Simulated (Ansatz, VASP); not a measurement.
Two plane-wave programs on GeSe5

```
Ge Se
1.0
     3.56857    2.06031    3.44292
    -3.56857    2.06031    3.44292
     0.00000   -4.12063    3.44292
Ge Se
1 5
Direct
  0.50000 0.50000 0.50000
  0.50000 0.00000 0.50000
  0.50000 0.50000 0.00000
  0.00000 0.50000 0.50000
  0.17792 0.17792 0.17792
  0.82208 0.82208 0.82208
```

Alike in both runs: functional PBE; k mesh 6 × 6 × 6; occupations gaussian, width 0.1 eV; no spin polarisation.

Ansatz relaxed the structure, and its values are those at the end. VASP's run is a single point on that final structure, the one shown.

|  | VASP | Ansatz |
| --- | --- | --- |
| version | VASP 6.6.1 | Ansatz 0.2.0 |
| potentials or method | VASP PAW PBE potentials, release 64 (Ge_d, Se), cutoff 520 eV | scalar-relativistic, plane waves, PAW |
| valence electrons in the cell | 44 | 94 |

|  | VASP | Ansatz | Ansatz less VASP |
| --- | --- | --- | --- |
| gap on the k mesh at the Fermi level (eV) | none | none | - |
| pressure (GPa) | 0.0 | 0.0 | -0.05 |

A gap of «none» marks a metal or a gap that the smearing closes. VASP's potentials hold 44 valence electrons a cell and Ansatz's 94, so a difference there can come from the potentials and not from the codes.
